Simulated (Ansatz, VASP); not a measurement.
One calculation of LiH, two programs

```xyz
2
Lattice="0.0000 1.8699 1.9512 1.8699 0.0000 1.9512 1.8699 1.8699 0.0000" Properties=species:S:1:pos:R:3 pbc="T T T"
Li    0.0000    0.0000    0.0000
H     1.8699    1.8699    1.9512
```

Change from the starting cell: strain -0.080 along x and y, -0.040 along z, atoms carried along.

Alike in both runs: task single point; functional PBE; k mesh 10 × 10 × 10; occupations gaussian, width 0.05 eV; no spin polarisation.

|  | VASP | Ansatz |
| --- | --- | --- |
| version | VASP 6.6.1 | Ansatz 0.2.0 |
| potentials or method | VASP PAW PBE potentials, release 64 (Li_sv, H), cutoff 520 eV | scalar-relativistic, plane waves, PAW |
| valence electrons in the cell | 4 | 4 |

```csv
,VASP,Ansatz,Ansatz less VASP
gap on the k mesh at the Fermi level (eV),2.30,2.30,+0.005
least direct gap on the mesh (eV),2.65,2.66,+0.007
```

Noted on VASP's run: the cutoff is short for stress, so the pressure is rough.
